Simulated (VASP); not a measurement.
# Bi in VASP: a series of runs

Bi is run at these levels: PBE; tasks: single point, relaxation of cell and atoms.

Everything below comes from runs of VASP 6.6.1. Logs are shortened: lines on timing, memory, paths and dates and some standing lists are left out, and cuts for length are marked.

### Step 1. The cell of the first run

It takes space group P4/mmm (No. 123, tetragonal). Conventional cell: a = 3.284 Å, b = 3.284 Å, c = 3.267 Å, α = 90.00°, β = 90.00°, γ = 90.00°. Bi (site symmetry 4/mmm) has 6 Bi at 3.27 to 3.28 Å within 4.3 Å.

### Step 2. Single point, PBE

Input file INCAR:

```
PREC = Accurate
ENCUT = 520
EDIFF = 1E-7
ISMEAR = 0
SIGMA = 0.1
LREAL = False
LASPH = True
NELM = 100
ALGO = Fast
ISIF = 2
LWAVE = False
LCHARG = False
GGA = PE
NBANDS = 14
```

Input file KPOINTS:

```
Automatic mesh
0
Gamma
  6 6 6
```

Input file POSCAR:

```
Bi
1.0
    3.2839240147      0.0000000000      0.0000000000
    0.0000000000      3.2839240147      0.0000000000
    0.0000000000      0.0000000000      3.2672510883
Bi
1
Direct
    0.5000000000      0.5000000000      0.0000000000
```

Potentials or basis: VASP PAW PBE potentials, release 64 (Bi_d).

Launch:

```sh
cat potpaw_PBE.64/Bi_d/POTCAR > POTCAR
mpirun -np 1 vasp_std > vasp.out
```

OUTCAR:

```text
PREC = Accurate
   ENCUT = 520
   EDIFF = 1E-7
   ISMEAR = 0
   LREAL = False
   LASPH = True
   NELM = 100
   ISIF = 2
   GGA = PE

 ion  position               nearest neighbor table
   1  0.500  0.500  0.000-

  LATTYP: Found a simple tetragonal cell.
 ALAT       =     3.2839240147
 C/A-ratio  =     0.9949228647

  Lattice vectors:

 A1 = (   3.2839240147,   0.0000000000,   0.0000000000)
 A2 = (   0.0000000000,   3.2839240147,   0.0000000000)
 A3 = (   0.0000000000,   0.0000000000,   3.2672510883)

Analysis of symmetry for initial positions (statically):
=====================================================================
 Subroutine PRICEL returns:
 Original cell was already a primitive cell.

 Routine SETGRP: Setting up the symmetry group for a
 simple tetragonal supercell.

 Subroutine GETGRP returns: Found 16 space group operations
 (whereof 16 operations were pure point group operations)
 out of a pool of 16 trial point group operations.

The static configuration has the point symmetry D_4h.

Analysis of symmetry for dynamics (positions and initial velocities):
=====================================================================
 Subroutine PRICEL returns:
 Original cell was already a primitive cell.

 Routine SETGRP: Setting up the symmetry group for a
 simple tetragonal supercell.

 Subroutine GETGRP returns: Found 16 space group operations
 (whereof 16 operations were pure point group operations)
 out of a pool of 16 trial point group operations.

The dynamic configuration has the point symmetry D_4h.

 Subroutine INISYM returns: Found 16 space group operations
 (whereof 16 operations are pure point group operations),
 and found     1 'primitive' translations

----------------------------------------------------------------------------------------

                                     Primitive cell

  volume of cell :      35.2345

  direct lattice vectors                    reciprocal lattice vectors
     3.283924015  0.000000000  0.000000000     0.304513745  0.000000000  0.000000000
     0.000000000  3.283924015  0.000000000     0.000000000  0.304513745  0.000000000
     0.000000000  0.000000000  3.267251088     0.000000000  0.000000000  0.306067692

  length of vectors
     3.283924015  3.283924015  3.267251088     0.304513745  0.304513745  0.306067692

  position of ions in fractional coordinates (direct lattice)
     0.500000000  0.500000000  0.000000000

  ion indices of the primitive-cell ions
   primitive index   ion index
                 1           1

----------------------------------------------------------------------------------------

 KPOINTS: Automatic mesh

Automatic generation of k-mesh.
 Grid dimensions read from file:
 generate k-points for:    6    6    6

 Generating k-lattice:

  Cartesian coordinates                     Fractional coordinates (reciprocal lattice)
     0.050752291  0.000000000  0.000000000     0.166666667  0.000000000  0.000000000
     0.000000000  0.050752291  0.000000000     0.000000000  0.166666667  0.000000000
     0.000000000  0.000000000  0.051011282     0.000000000  0.000000000  0.166666667

  Length of vectors
     0.050752291  0.050752291  0.051011282

  Shift w.r.t. Gamma in fractional coordinates (k-lattice)
     0.000000000  0.000000000  0.000000000

 Subroutine IBZKPT returns following result:
 ===========================================

 Found     40 irreducible k-points:

 Following reciprocal coordinates:
            Coordinates               Weight
  0.000000  0.000000  0.000000      1.000000
  0.166667  0.000000  0.000000      4.000000
  0.333333  0.000000  0.000000      4.000000
  0.500000  0.000000  0.000000      2.000000
  0.166667  0.166667  0.000000      4.000000
  0.333333  0.166667  0.000000      8.000000
[... 16 lines left out ...]
  0.333333  0.000000  0.333333      8.000000
  0.500000  0.000000  0.333333      4.000000
 [... further k-points ...]
   k-points           NKPTS =     40   k-points in BZ     NKDIM =     40   number of bands    NBANDS=     14
   number of dos      NEDOS =    301   number of ions     NIONS =      1
   total plane-waves  NPLWV =  13824
   dimension x,y,z NGX =    24 NGY =   24 NGZ =   24
   dimension x,y,z NGXF=    48 NGYF=   48 NGZF=   48
   ions per type =               1
   NGX,Y,Z   is equivalent  to a cutoff of  12.15, 12.15, 12.21 a.u.
   NGXF,Y,Z  is equivalent  to a cutoff of  24.30, 24.30, 24.42 a.u.
 SYSTEM =  unknown system
   PREC   = accura    normal or accurate (medium, high low for compatibility)
   ISTART =      0    job   : 0-new  1-cont  2-samecut
   ICHARG =      2    charge: 1-file 2-atom 10-const
   ISPIN  =      1    spin polarized calculation?
   LNONCOLLINEAR =      F non collinear calculations
   LSORBIT =      F    spin-orbit coupling
   LASPH  =      T    aspherical Exc in radial PAW
   ENCUT  =  520.0 eV  38.22 Ry    6.18 a.u.   6.11  6.11  6.07*2*pi/ulx,y,z
   NELM   =    100;   NELMIN=  2; NELMDL= -5     # of ELM steps
   EDIFF  = 0.1E-06   stopping-criterion for ELM
   LREAL  =      F    real-space projection
   EDIFFG = 0.1E-05   stopping-criterion for IOM
   NSW    =      0    number of steps for IOM
   IBRION =     -1    ionic relax: 0-MD 1-quasi-New 2-CG
   NFREE  =      0    steps in history (QN), initial steepest desc. (CG)
   ISIF   =      2    stress and relaxation
   ISYM   =      2    0-nonsym 1-usesym 2-fastsym
   POTIM  = 0.5000    time-step for ionic-motion
   TEBEG  =    0.0;   TEEND  =   0.0 temperature during run
   PSTRESS=    0.0 pullay stress
   NELECT =      15.0000    total number of electrons
   NUPDOWN=      -1.0000    fix difference up-down
   EMIN   =  10.00;   EMAX   =-10.00  energy-range for DOS
   EFERMI =   0.00;   METHOD = LEGACY
   ISMEAR =     0;   SIGMA  =   0.10  broadening in eV -4-tet -1-fermi 0-gaus
   EFERMI_NEDOS =   21; number of points for ismear=-14 and -15
   IALGO  =     68    algorithm
   IMIX   =      4    mixing-type and parameters
     AMIX     =   0.40;   BMIX     =  1.00
     AMIX_MAG =   1.60;   BMIX_MAG =  1.00
  volume/ion in A,a.u.               =      35.23       237.77
  Fermi-wavevector in a.u.,A,eV,Ry     =   1.231541  2.327276 20.635877  1.516694
  Thomas-Fermi vector in A             =   2.366347
   LORBIT       =      0    0 simple, 1 ext, 2 COOP (PROOUT), +10 PAW based schemes
   GGA     = PE    functional components
   LHFCALC =     F    Hartree Fock is set to
   AEXX    =    0.0000 exact exchange contribution
   IVDW    =     0    specifies the selected vdW correction
   LEPSILON=     F    determine dielectric tensor
   LRPA    =     F    only Hartree local field effects (RPA)
 non-spin polarized calculation
 RMM-DIIS sequential band-by-band and
 Gauss-broadening in eV      SIGMA  =   0.10
  energy-cutoff  :      520.00
  volume of cell :       35.23
 maximum number of plane-waves:       968
   NGX = 13   NGY = 13   NGZ = 13

 number of electron      14.9999991 magnetization

 Free energy of the ion-electron system (eV)
  ---------------------------------------------------
  ext. energy  EPLUGINS =         0.00000000
  ---------------------------------------------------
  free energy    TOTEN  =        -3.90494973 eV

  energy without entropy =       -3.90339341  energy(sigma->0) =       -3.90417157

 E-fermi :   6.4988     XC(G=0):  -9.5506

 val. band max:        6.4528589931   @ k =   0.0000   0.0000   0.1667
 cond. band min:       6.6030792579   @ k =   0.1667   0.1667   0.0000
 fundamental gap:      0.1502202647
 Fermi energy:         6.4988365355

 k-point     1 :       0.0000    0.0000    0.0000
  band No.  band energies     occupation
      1     -16.5884      2.00000
      2     -16.5813      2.00000
      3     -16.2918      2.00000
      4     -16.2900      2.00000
      5     -16.2900      2.00000
      6      -6.6326      2.00000
      7       9.3578      0.00000
      8       9.3578      0.00000
      9       9.4875      0.00000
     10      12.5114      0.00000
     11      14.0225      0.00000
     12      14.1044      0.00000
     13      23.1051      0.00000
     14      23.1608      0.00000

 k-point     2 :       0.1667    0.0000    0.0000
  band No.  band energies     occupation
      1     -16.5837      2.00000
      2     -16.5213      2.00000
      3     -16.3107      2.00000
      4     -16.3089      2.00000
      5     -16.2885      2.00000
      6      -6.3068      2.00000
      7       6.3728      1.92536
      8       9.7165      0.00000
      9       9.8470      0.00000
     10      13.3268      0.00000
     11      14.3582      0.00000
     12      17.1709      0.00000
     13      21.1950      0.00000
     14      21.9715      0.00000

 k-point     3 :       0.3333    0.0000    0.0000
  band No.  band energies     occupation
      1     -16.5776      2.00000
      2     -16.3983      2.00000
      3     -16.3483      2.00000
      4     -16.3463      2.00000
      5     -16.2855      2.00000
      6      -5.4596      2.00000
      7       3.0100      2.00000
      8      10.5814      0.00000
      9      10.7140      0.00000
     10      14.3299      0.00000
     11      15.1871      0.00000
     12      18.5182      0.00000
     13      18.6591      0.00000
     14      19.4280      0.00000
[... 324 lines left out ...]
 k-point    23 :       0.3333    0.0000    0.3333
  band No.  band energies     occupation
      1     -16.4804      2.00000
      2     -16.4182      2.00000
      3     -16.3442      2.00000
      4     -16.3423      2.00000
      5     -16.2834      2.00000
      6      -4.2701      2.00000
      7       4.2296      2.00000
      8       4.2762      2.00000
      9      11.7311      0.00000
     10      11.8727      0.00000
     11      15.9187      0.00000
     12      19.0181      0.00000
     13      20.1597      0.00000
     14      20.6691      0.00000

 k-point    24 :       0.5000    0.0000    0.3333
  band No.  band energies     occupation
      1     -16.4672      2.00000
      2     -16.4408      2.00000
      3     -16.3607      2.00000
      4     -16.3422      2.00000
      5     -16.2288      2.00000
      6      -3.6654      2.00000
      7       2.7369      2.00000
      8       4.8606      2.00000
      9      10.4181      0.00000
     10      12.4444      0.00000
     11      17.2067      0.00000
     12      17.5613      0.00000
     13      19.3871      0.00000
     14      20.8417      0.00000

 [... further k-points ...]
[... 5 lines left out ...]
  --------------------------------------------------------------------------------------
  -------------------------------------------------------------------------------------
  Total       -0.0402636     -0.0402636      0.0646634      0.0000000      0.0000000      0.0000000
  in kB       -1.8308586     -1.8308586      2.9403609      0.0000000      0.0000000      0.0000000
  external PRESSURE =      -0.2404521 kB  Pullay stress =       0.0000000 kB

 VOLUME and BASIS-vectors are now :
 -----------------------------------------------------------------------------
  energy-cutoff  :      520.00
  volume of cell :       35.23
      direct lattice vectors                 reciprocal lattice vectors
     3.283924015  0.000000000  0.000000000     0.304513745  0.000000000  0.000000000
     0.000000000  3.283924015  0.000000000     0.000000000  0.304513745  0.000000000
     0.000000000  0.000000000  3.267251088     0.000000000  0.000000000  0.306067692

 POSITION                                       TOTAL-FORCE (eV/Angst)
 -----------------------------------------------------------------------------------
      1.64196      1.64196      0.00000         0.000000      0.000000      0.000000
 -----------------------------------------------------------------------------------
    total drift:                                0.000000     -0.000000     -0.000000

  FREE ENERGIE OF THE ION-ELECTRON SYSTEM (eV)
  ---------------------------------------------------
  free  energy   TOTEN  =        -3.9049497290 eV

  energy  without entropy=       -3.9033934099  energy(sigma->0) =       -3.90417157
```

It took 5.9 s on 1 thread of Intel Xeon 6975P-C (Granite Rapids), shared host; peak memory 0.14 GiB.

What came out:

| Property | Result |
| --- | --- |
| Free energy | -3.9049 eV |
| Pressure | 0.0 GPa |

Stress tensor (GPa, compression positive):
```
-0.18  0.00  0.00
 0.00 -0.18  0.00
 0.00  0.00  0.29
```

Levels at points of the mesh, in eV from the Fermi level:
| k point | band 5 | band 6 | band 7 | band 8 | band 9 | band 10 |
| --- | --- | --- | --- | --- | --- | --- |
| (0.00, 0.00, 0.00) | -22.79 | -13.13 | 2.86 | 2.86 | 2.99 | 6.01 |
| (0.50, 0.00, 0.00) | -22.78 | -11.35 | -4.99 | 4.64 | 4.77 | 9.49 |
| (0.50, 0.50, 0.00) | -22.68 | -9.59 | -3.20 | -3.20 | 2.60 | 6.62 |
| (0.00, 0.00, 0.50) | -22.78 | -11.30 | -5.00 | 4.69 | 4.69 | 9.43 |
| (0.50, 0.00, 0.50) | -22.67 | -9.53 | -3.22 | -3.16 | 2.62 | 6.53 |
| (0.50, 0.50, 0.50) | -22.67 | -7.75 | -1.54 | -1.48 | -1.48 | 5.18 |

Caveat: spin-orbit coupling is left out, which moves the levels of the heavy elements.

### Step 3. Single point, PBE

This run uses another cell than the first one, of 35.10 Å³/atom, 0.996 times its volume.

Input file INCAR:

```
PREC = Accurate
ENCUT = 520
EDIFF = 1E-7
ISMEAR = 0
SIGMA = 0.1
LREAL = F
LASPH = T
NELM = 100
ALGO = Fast
ISIF = 2
LWAVE = F
LCHARG = F
GGA = PE
NBANDS = 14
```

Input file KPOINTS:

```
regular mesh
0
Gamma
  16 16 16
```

Input file POSCAR:

```
Bi
1.0
    3.2743131036      0.0000000000      0.0000000000
    0.0000000000      3.2743131036      0.0000000000
    0.0000000000      0.0000000000      3.2743131036
Bi
1
Direct
    0.5000000000      0.5000000000      0.5000000000
```

Potentials or basis: VASP PAW PBE potentials, release 64 (Bi_d).

Launch:

```sh
cat potpaw_PBE.64/Bi_d/POTCAR > POTCAR
mpirun -np 1 vasp_std > vasp.out
```

Run time: 20 s. Hardware: 1 thread of Intel Xeon 6975P-C (Granite Rapids), shared host; peak memory 0.18 GiB.

The run converged. Its results:

```
Free energy : -3.8406 eV
Pressure    : 0.0 GPa
```

Levels at points of the mesh, in eV from the Fermi level:
```tsv
k point	band 5	band 6	band 7	band 8	band 9	band 10
(0.00, 0.00, 0.00)	-22.61	-12.96	3.11	3.11	3.11	6.22
(0.50, 0.00, 0.00)	-22.60	-11.15	-4.81	4.92	4.92	9.67
(0.50, 0.50, 0.00)	-22.50	-9.36	-3.00	-3.00	2.81	6.79
(0.50, 0.50, 0.50)	-22.49	-7.54	-1.30	-1.30	-1.30	5.40
```

Caveat: spin-orbit coupling is left out, which moves the levels of the heavy elements.

### Step 4. Relaxation of cell and atoms, PBE

Input file INCAR:

```
SYSTEM = Bi
PREC = Accurate
ENCUT = 600
EDIFF = 1E-7
ISMEAR = 0
SIGMA = 0.1
LREAL = .False.
LASPH = .True.
NELM = 60
ALGO = Normal
ISIF = 3
LWAVE = .False.
LCHARG = .False.
GGA = PE
IBRION = 2
NSW = 100
EDIFFG = -0.01
```

Input file KPOINTS:

```
Automatic mesh
0
Gamma
  16 16 16
  0 0 0
```

Input file POSCAR:

```
Bi
1.0
    3.2783663726      0.0000000000      0.0000000000
    0.0000000000      3.2783663726      0.0000000000
    0.0000000000      0.0000000000      3.2783663726
Bi
1
Direct
    0.5000000000      0.5000000000      0.5000000000
```

Potentials or basis: VASP PAW PBE potentials, release 64 (Bi_d).

Launch:

```sh
cat potpaw_PBE.64/Bi_d/POTCAR > POTCAR
mpirun -np 1 vasp_std > vasp.out
```

OUTCAR:

```text
SYSTEM = Bi
   PREC = Accurate
   ENCUT = 600
   EDIFF = 1E-7
   ISMEAR = 0
   LREAL = .False.
   LASPH = .True.
   NELM = 60
   ISIF = 3
   GGA = PE
   IBRION = 2
   NSW = 100
   EDIFFG = -0.01

 ion  position               nearest neighbor table
   1  0.500  0.500  0.500-

  LATTYP: Found a simple cubic cell.
 ALAT       =     3.2783663726

  Lattice vectors:

 A1 = (   3.2783663726,   0.0000000000,   0.0000000000)
 A2 = (   0.0000000000,   3.2783663726,   0.0000000000)
 A3 = (   0.0000000000,   0.0000000000,   3.2783663726)

Analysis of symmetry for initial positions (statically):
=====================================================================
 Subroutine PRICEL returns:
[... 251 lines left out ...]
 E-fermi :   6.3153     XC(G=0):  -9.5831

 val. band max:        6.2968679796   @ k =   0.3750   0.3750   0.3125
 cond. band min:       6.3238620284   @ k =   0.1875   0.1875   0.0625
 fundamental gap:      0.0269940488
 Fermi energy:         6.3153315419

 k-point     1 :       0.0000    0.0000    0.0000
  band No.  band energies     occupation
      1     -16.5945      2.00000
      2     -16.5945      2.00000
      3     -16.2947      2.00000
      4     -16.2947      2.00000
      5     -16.2947      2.00000
      6      -6.6401      2.00000
      7       9.4269      0.00000
      8       9.4269      0.00000
      9       9.4269      0.00000
     10      12.5369      0.00000
     11      14.0949      0.00000
[... 309 lines left out ...]
 k-point    24 :       0.5000    0.1250    0.0000
  band No.  band energies     occupation
      1     -16.5555      2.00000
      2     -16.3865      2.00000
      3     -16.3707      2.00000
      4     -16.3275      2.00000
      5     -16.2996      2.00000
      6      -4.6489      2.00000
      7       1.7053      2.00000
      8       9.3085      0.00000
      9      11.4518      0.00000
     10      14.1702      0.00000
     11      16.4547      0.00000

 [... further k-points ...]
[... 5 lines left out ...]
  --------------------------------------------------------------------------------------
  -------------------------------------------------------------------------------------
  Total        0.0004614      0.0004614      0.0004614     -0.0000000      0.0000000      0.0000000
  in kB        0.0210496      0.0210496      0.0210496     -0.0000000      0.0000000      0.0000000
  external PRESSURE =       0.0210496 kB  Pullay stress =       0.0000000 kB
[... 16 lines left out ...]
  FREE ENERGIE OF THE ION-ELECTRON SYSTEM (eV)
  ---------------------------------------------------
  free  energy   TOTEN  =        -3.8406509484 eV

  energy  without entropy=       -3.8375008814  energy(sigma->0) =       -3.83907591

 reached required accuracy - stopping structural energy minimisation
```

CONTCAR:

```text
Bi
   1.00000000000000
     3.2748155241320442    0.0000000000000000   -0.0000000000000000
    -0.0000000000000000    3.2748155241320442   -0.0000000000000000
     0.0000000000000000    0.0000000000000000    3.2748155241320442
  Bi
     1
Direct
     0.5000000000000000    0.5000000000000000    0.5000000000000000

  0.00000000E+00  0.00000000E+00  0.00000000E+00
```

Wall time 63 s (1 thread of Intel Xeon 6975P-C (Granite Rapids), shared host); peak memory 0.21 GiB.

Results:

```yaml
Free_energy: -3.8407 eV
Relaxed_volume: 35.12 Å³/atom
Relaxed_cell: a = 3.275 Å, b = 3.275 Å, c = 3.275 Å, α = 90.00°, β = 90.00°, γ = 90.00°
Space_group_after_relaxing_to_0.05_Å: Pm-3m (No. 221)
Energy_gained_by_relaxing: 0.1 meV/atom
Ionic_steps: 3
Pressure_after_relaxing: 0.0 GPa
```

Final structure:
```
Bi
1.0
     3.27482    0.00000    0.00000
     0.00000    3.27482    0.00000
     0.00000    0.00000    3.27482
Bi
1
Direct
  0.50000 0.50000 0.50000
```

Caveat: spin-orbit coupling is left out, which moves the levels of the heavy elements.

### Step 5. The runs side by side

| task | cell | k mesh | cutoff (eV) | gap on the mesh (eV) | pressure (GPa) |
| --- | --- | --- | --- | --- | --- |
| single point | a = 3.284, b = 3.284, c = 3.267 Å, 1 atom | 6 × 6 × 6 | 520 | none | 0.0 |
| single point | a = 3.274 Å, 1 atom | 16 × 16 × 16 | 520 | none | 0.0 |
| relaxation of cell and atoms | relaxed from a = 3.278 Å, 1 atom | 16 × 16 × 16 | 600 | none | 0.0 |

Alike in all rows: level PBE; potentials or basis VASP PAW PBE potentials, release 64 (Bi_d); no spin polarisation; smearing gaussian 0.1 eV.

Caveats: spin-orbit coupling is left out, which moves the levels of the heavy elements.

Absolute energies hang on the potentials; compare differences alone.
